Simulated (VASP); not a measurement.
# TiCo (R3m) in VASP: single point with PBEsol

Aim: the single point of TiCo with PBEsol.

All numbers are computed with VASP 6.6.1; they aren't measurements. Logs are shortened: lines on timing, memory, paths and dates and some standing lists are left out, and cuts for length are marked.

### 1 The cell of the first run

The structure is trigonal, space group R3m (No. 160). Conventional cell: a = 4.156 Å, b = 4.156 Å, c = 5.090 Å, α = 90.00°, β = 90.00°, γ = 120.00°. Ti (site symmetry 3m) has 8 Co at 2.47 to 2.62 Å and 6 Ti at 2.94 Å within 3.3 Å. Within 3.3 Å of Co (site symmetry 3m) lie 8 Ti at 2.47 to 2.62 Å and 6 Co at 2.94 Å.

### 2 Single point, PBEsol, collinear spin, ferromagnetic start

Input file INCAR:

```
SYSTEM = TiCo
PREC     = Accurate       ! precision mode
ENCUT    = 520            ! plane-wave cutoff, eV
EDIFF    = 1E-6           ! SCF threshold, eV
ISMEAR   = 0              ! smearing method
SIGMA    = 0.15           ! smearing width, eV
LREAL    = .False.        ! projectors in reciprocal space
LASPH    = .True.         ! aspherical terms in the spheres
NELM     = 150            ! most SCF steps
ALGO     = Normal         ! electronic algorithm
ISIF     = 2              ! what is computed and relaxed
LWAVE    = .False.        ! write WAVECAR
LCHARG   = .False.        ! write CHGCAR
ISPIN    = 2              ! spin polarisation
MAGMOM   = 0 0.75         ! initial moments
LORBIT   = 11             ! projections on sites
LMAXMIX  = 4              ! l up to which the mixer works
GGA      = PS             ! functional
NBANDS   = 22             ! bands
```

Input file KPOINTS:

```
regular mesh
0
Gamma
  20 20 20
  0 0 0
```

Input file POSCAR:

```
TiCo
1.0
    2.9385073288      0.0000000000      0.0000000000
    0.0000000000      2.9385073288      0.0000000000
    0.0000000000      0.0000000000      2.9385073288
Ti Co
1 1
Direct
   -0.0147358047     -0.0147358047     -0.0147358047
    0.5000000000      0.5000000000      0.5000000000
```

Potentials or basis: VASP PAW PBE potentials, release 64 (Ti_sv, Co).

Run with:

```bash
> cat potpaw_PBE.64/Ti_sv/POTCAR potpaw_PBE.64/Co/POTCAR > POTCAR
> mpirun -np 1 vasp_std > vasp.out
```

OUTCAR:

```text
SYSTEM = TiCo
   PREC = Accurate
   ENCUT = 520
   EDIFF = 1E-6
   ISMEAR = 0
   LREAL = .False.
   LASPH = .True.
   NELM = 150
   ISIF = 2
   ISPIN = 2
   LORBIT = 11
   GGA = PS

 ion  position               nearest neighbor table
   1  0.985  0.985  0.985-   2 2.47   2 2.52   2 2.52   2 2.52   2 2.57   2 2.57   2 2.57   2 2.62

   2  0.500  0.500  0.500-   1 2.47   1 2.52   1 2.52   1 2.52   1 2.57   1 2.57   1 2.57   1 2.62

  LATTYP: Found a simple cubic cell.
 ALAT       =     2.9385073288

  Lattice vectors:

 A1 = (   2.9385073288,   0.0000000000,   0.0000000000)
 A2 = (   0.0000000000,   2.9385073288,   0.0000000000)
 A3 = (   0.0000000000,   0.0000000000,   2.9385073288)

Analysis of symmetry for initial positions (statically):
=====================================================================
 Subroutine PRICEL returns:
 Original cell was already a primitive cell.

 Routine SETGRP: Setting up the symmetry group for a
 simple cubic supercell.

 Subroutine GETGRP returns: Found  6 space group operations
 (whereof  6 operations were pure point group operations)
 out of a pool of 48 trial point group operations.

The static configuration has the point symmetry C_3v.

Analysis of symmetry for dynamics (positions and initial velocities):
=====================================================================
 Subroutine PRICEL returns:
 Original cell was already a primitive cell.

 Routine SETGRP: Setting up the symmetry group for a
 simple cubic supercell.

 Subroutine GETGRP returns: Found  6 space group operations
 (whereof  6 operations were pure point group operations)
 out of a pool of 48 trial point group operations.

The dynamic configuration has the point symmetry C_3v.

Analysis of structural, dynamic, and magnetic symmetry:
=====================================================================
 Subroutine PRICEL returns:
 Original cell was already a primitive cell.

 Routine SETGRP: Setting up the symmetry group for a
 simple cubic supercell.

 Subroutine GETGRP returns: Found  6 space group operations
 (whereof  6 operations were pure point group operations)
 out of a pool of 48 trial point group operations.

The overall configuration has the point symmetry C_3v.

 Subroutine INISYM returns: Found  6 space group operations
 (whereof  6 operations are pure point group operations),
 and found     1 'primitive' translations

----------------------------------------------------------------------------------------

                                     Primitive cell

  volume of cell :      25.3735

  direct lattice vectors                    reciprocal lattice vectors
     2.938507329  0.000000000  0.000000000     0.340308833  0.000000000  0.000000000
     0.000000000  2.938507329  0.000000000     0.000000000  0.340308833  0.000000000
     0.000000000  0.000000000  2.938507329     0.000000000  0.000000000  0.340308833

  length of vectors
     2.938507329  2.938507329  2.938507329     0.340308833  0.340308833  0.340308833

  position of ions in fractional coordinates (direct lattice)
     0.985264195  0.985264195  0.985264195
     0.500000000  0.500000000  0.500000000

  ion indices of the primitive-cell ions
   primitive index   ion index
                 1           1
                 2           2

----------------------------------------------------------------------------------------

 KPOINTS: regular mesh

Automatic generation of k-mesh.
 Grid dimensions read from file:
 generate k-points for:   20   20   20

 Generating k-lattice:

  Cartesian coordinates                     Fractional coordinates (reciprocal lattice)
     0.017015442  0.000000000  0.000000000     0.050000000  0.000000000  0.000000000
     0.000000000  0.017015442  0.000000000     0.000000000  0.050000000  0.000000000
     0.000000000  0.000000000  0.017015442     0.000000000  0.000000000  0.050000000

  Length of vectors
     0.017015442  0.017015442  0.017015442

  Shift w.r.t. Gamma in fractional coordinates (k-lattice)
     0.000000000  0.000000000  0.000000000

 Subroutine IBZKPT returns following result:
 ===========================================

 Found    781 irreducible k-points:

 Following reciprocal coordinates:
            Coordinates               Weight
  0.000000  0.000000  0.000000      1.000000
  0.050000  0.000000  0.000000      6.000000
  0.100000  0.000000  0.000000      6.000000
  0.150000  0.000000  0.000000      6.000000
  0.200000  0.000000  0.000000      6.000000
  0.250000  0.000000  0.000000      6.000000
[... 16 lines left out ...]
 -0.050000  0.300000  0.000000     12.000000
  0.350000  0.050000  0.000000     12.000000
 [... further k-points ...]
   k-points           NKPTS =    781   k-points in BZ     NKDIM =    781   number of bands    NBANDS=     22
   number of dos      NEDOS =    301   number of ions     NIONS =      2
   total plane-waves  NPLWV =  13824
   dimension x,y,z NGX =    24 NGY =   24 NGZ =   24
   dimension x,y,z NGXF=    48 NGYF=   48 NGZF=   48
   ions per type =               1   1
   NGX,Y,Z   is equivalent  to a cutoff of  13.58, 13.58, 13.58 a.u.
   NGXF,Y,Z  is equivalent  to a cutoff of  27.16, 27.16, 27.16 a.u.
 SYSTEM =  TiCo
   PREC   = accura    normal or accurate (medium, high low for compatibility)
   ISTART =      0    job   : 0-new  1-cont  2-samecut
   ICHARG =      2    charge: 1-file 2-atom 10-const
   ISPIN  =      2    spin polarized calculation?
   LNONCOLLINEAR =      F non collinear calculations
   LSORBIT =      F    spin-orbit coupling
   LASPH  =      T    aspherical Exc in radial PAW
   ENCUT  =  520.0 eV  38.22 Ry    6.18 a.u.   5.46  5.46  5.46*2*pi/ulx,y,z
   NELM   =    150;   NELMIN=  2; NELMDL= -5     # of ELM steps
   EDIFF  = 0.1E-05   stopping-criterion for ELM
   LREAL  =      F    real-space projection
[... 7 lines left out ...]
   TEBEG  =    0.0;   TEEND  =   0.0 temperature during run
   PSTRESS=    0.0 pullay stress
   NELECT =      21.0000    total number of electrons
   NUPDOWN=      -1.0000    fix difference up-down
   EMIN   =  10.00;   EMAX   =-10.00  energy-range for DOS
   EFERMI =   0.00;   METHOD = LEGACY
   ISMEAR =     0;   SIGMA  =   0.15  broadening in eV -4-tet -1-fermi 0-gaus
   EFERMI_NEDOS =   21; number of points for ismear=-14 and -15
   IALGO  =     38    algorithm
   IMIX   =      4    mixing-type and parameters
     AMIX     =   0.40;   BMIX     =  1.00
     AMIX_MAG =   1.60;   BMIX_MAG =  1.00
  volume/ion in A,a.u.               =      12.69        85.61
  Fermi-wavevector in a.u.,A,eV,Ry     =   1.537049  2.904602 32.144047  2.362521
  Thomas-Fermi vector in A             =   2.643613
   LORBIT       =     11    0 simple, 1 ext, 2 COOP (PROOUT), +10 PAW based schemes
   GGA     = PS    functional components
   LHFCALC =     F    Hartree Fock is set to
   AEXX    =    0.0000 exact exchange contribution
   IVDW    =     0    specifies the selected vdW correction
   LEPSILON=     F    determine dielectric tensor
   LRPA    =     F    only Hartree local field effects (RPA)
 spin polarized calculation
 Gauss-broadening in eV      SIGMA  =   0.15
  energy-cutoff  :      520.00
  volume of cell :       25.37
 maximum number of plane-waves:       711
 NGX is ok and might be reduce to    24
   NGX = 11   NGY = 11   NGZ = 11

 number of electron      21.0000006 magnetization       0.6130295

 Free energy of the ion-electron system (eV)
  ---------------------------------------------------
  ext. energy  EPLUGINS =         0.00000000
  ---------------------------------------------------
  free energy    TOTEN  =       -16.89834240 eV

  energy without entropy =      -16.87217954  energy(sigma->0) =      -16.88526097

 E-fermi :  10.4046     XC(G=0): -12.9927

 val. band max:       10.4019520053   @ k =  -0.3000   0.0500   0.1000
 cond. band min:      10.4051177775   @ k =   0.3500   0.1500   0.0500
 fundamental gap:      0.0031657722
 Fermi energy:        10.4045719530

 spin component 1

 k-point     1 :       0.0000    0.0000    0.0000
  band No.  band energies     occupation
      1     -46.4565      1.00000
      2     -22.6342      1.00000
      3     -22.6329      1.00000
      4     -22.6329      1.00000
      5       2.5024      1.00000
      6       6.1264      1.00000
[... 14 lines left out ...]
     21      30.6670      0.00000
     22      31.6916      0.00000

 k-point     2 :       0.0500    0.0000    0.0000
  band No.  band energies     occupation
      1     -46.4556      1.00000
      2     -22.6424      1.00000
      3     -22.6331      1.00000
      4     -22.6323      1.00000
      5       2.5545      1.00000
      6       6.1481      1.00000
[... 14 lines left out ...]
     21      30.8153      0.00000
     22      31.5865      0.00000
[... 523 lines left out ...]
     21      29.5766      0.00000
     22      30.5782      0.00000

 k-point    24 :       0.3500    0.0500    0.0000
  band No.  band energies     occupation
      1     -46.4239      1.00000
      2     -22.9192      1.00000
      3     -22.6210      1.00000
      4     -22.6118      1.00000
      5       4.7868      1.00000
      6       6.8240      1.00000
[... 14 lines left out ...]
     21      29.1782      0.00000
     22      30.0010      0.00000

 [... further k-points ...]

 spin component 2

 k-point     1 :       0.0000    0.0000    0.0000
  band No.  band energies     occupation
      1     -46.4493      1.00000
      2     -22.6279      1.00000
      3     -22.6263      1.00000
      4     -22.6263      1.00000
      5       2.5258      1.00000
      6       6.5444      1.00000
[... 14 lines left out ...]
     21      30.7896      0.00000
     22      31.6523      0.00000

 k-point     2 :       0.0500    0.0000    0.0000
  band No.  band energies     occupation
      1     -46.4484      1.00000
      2     -22.6360      1.00000
      3     -22.6267      1.00000
      4     -22.6257      1.00000
      5       2.5780      1.00000
      6       6.5686      1.00000
[... 14 lines left out ...]
     21      30.9372      0.00000
     22      31.5477      0.00000
[... 523 lines left out ...]
     21      29.5601      0.00000
     22      30.5873      0.00000

 k-point    24 :       0.3500    0.0500    0.0000
  band No.  band energies     occupation
      1     -46.4166      1.00000
      2     -22.9141      1.00000
      3     -22.6145      1.00000
      4     -22.6053      1.00000
      5       4.8258      1.00000
      6       7.1518      1.00000
[... 14 lines left out ...]
     21      29.2003      0.00000
     22      30.0158      0.00000

 [... further k-points ...]
[... 5 lines left out ...]
  --------------------------------------------------------------------------------------
  -------------------------------------------------------------------------------------
  Total       -0.0387530     -0.0387530     -0.0387530      0.0092463      0.0092463      0.0092463
  in kB       -2.4470095     -2.4470095     -2.4470095      0.5838482      0.5838482      0.5838482
  external PRESSURE =      -2.4470095 kB  Pullay stress =       0.0000000 kB

 VOLUME and BASIS-vectors are now :
 -----------------------------------------------------------------------------
  energy-cutoff  :      520.00
  volume of cell :       25.37
      direct lattice vectors                 reciprocal lattice vectors
     2.938507329  0.000000000  0.000000000     0.340308833  0.000000000  0.000000000
     0.000000000  2.938507329  0.000000000     0.000000000  0.340308833  0.000000000
     0.000000000  0.000000000  2.938507329     0.000000000  0.000000000  0.340308833

 POSITION                                       TOTAL-FORCE (eV/Angst)
 -----------------------------------------------------------------------------------
      2.89521      2.89521      2.89521         0.226983      0.226983      0.226983
      1.46925      1.46925      1.46925        -0.226983     -0.226983     -0.226983
 -----------------------------------------------------------------------------------
    total drift:                                0.000128      0.000128      0.000130

  FREE ENERGIE OF THE ION-ELECTRON SYSTEM (eV)
  ---------------------------------------------------
  free  energy   TOTEN  =       -16.8983424018 eV

  energy  without entropy=      -16.8721795358  energy(sigma->0) =      -16.88526097

 total charge

# of ion       s       p       d       tot
------------------------------------------
    1        2.260   6.198   1.903  10.362
    2        0.544   0.482   7.355   8.381
--------------------------------------------------
tot          2.804   6.680   9.258  18.742

 magnetization (x)

# of ion       s       p       d       tot
------------------------------------------
    1       -0.002  -0.007   0.005  -0.004
    2        0.023  -0.001   0.616   0.638
--------------------------------------------------
tot          0.021  -0.008   0.621   0.634
```

Run time: 15 min. Hardware: 1 thread of Oxide Virtual Turin-like, shared host; peak memory 0.67 GiB.

What came out:

- Free energy: -16.8983 eV
- Pressure: -0.2 GPa
- Largest force: 0.393 eV/Å
- Net moment: 0.61 μB per cell
- Site moments: Ti -0.00; Co +0.64 μB
- Valence electrons inside the program's atomic spheres: Ti 10.36; Co 8.38

Forces in eV/Å, atoms in the order of the input:
```
Ti   0.227  0.227  0.227
Co  -0.227 -0.227 -0.227
```

Caveat: the cell differs from its parent crystal (all Ti atoms moved +0.075 Å, as atom 1 towards its neighbour atom 2 (Co) at 2.545 Å); the PAW data sets were made with another functional, which shifts forces and pressure a little.
